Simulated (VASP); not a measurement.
Input of a VASP 6.6.1 run:

File INCAR:

```
PREC = Accurate
ENCUT = 690
EDIFF = 1E-6
ISMEAR = -1
SIGMA = 0.05
LREAL = F
LASPH = T
NELM = 200
ALGO = Normal
ISIF = 2
LWAVE = F
LCHARG = F
ISPIN = 2
MAGMOM = 1.26667 1.26667 1.26667 0
LORBIT = 11
NUPDOWN = 3.8
LMAXMIX = 4
GGA = PE
NBANDS = 40
GGA_COMPAT = F
```

KPOINTS

```
regular mesh
0
Gamma
  6 6 6
```

File POSCAR:

```
AlNi3
1.0
    3.5230547267      0.0000000000      0.0000000000
    0.0000000000      3.5230547267      0.0000000000
    0.0000000000      0.0000000000      3.5230547267
Ni Al
3 1
Direct
    0.5000000000      0.5000000000      0.0000000000
    0.5000000000      0.0000000000      0.5000000000
    0.0000000000      0.5000000000      0.5000000000
    0.0000000000      0.0000000000      0.0000000000
```

Potentials or basis: VASP PAW PBE potentials, release 64 (Ni_sv_GW, Al).

Launch:

```sh
$ cat potpaw_PBE.64/Ni_sv_GW/POTCAR potpaw_PBE.64/Al/POTCAR > POTCAR
$ mpirun -np 1 vasp_std > vasp.out
```

Question: Estimate the pressure.

Answer: 17.6 GPa.

Caveat: the cell stands under pressure; the total moment is fixed, so each spin has its own Fermi level and the state may be an excited one.
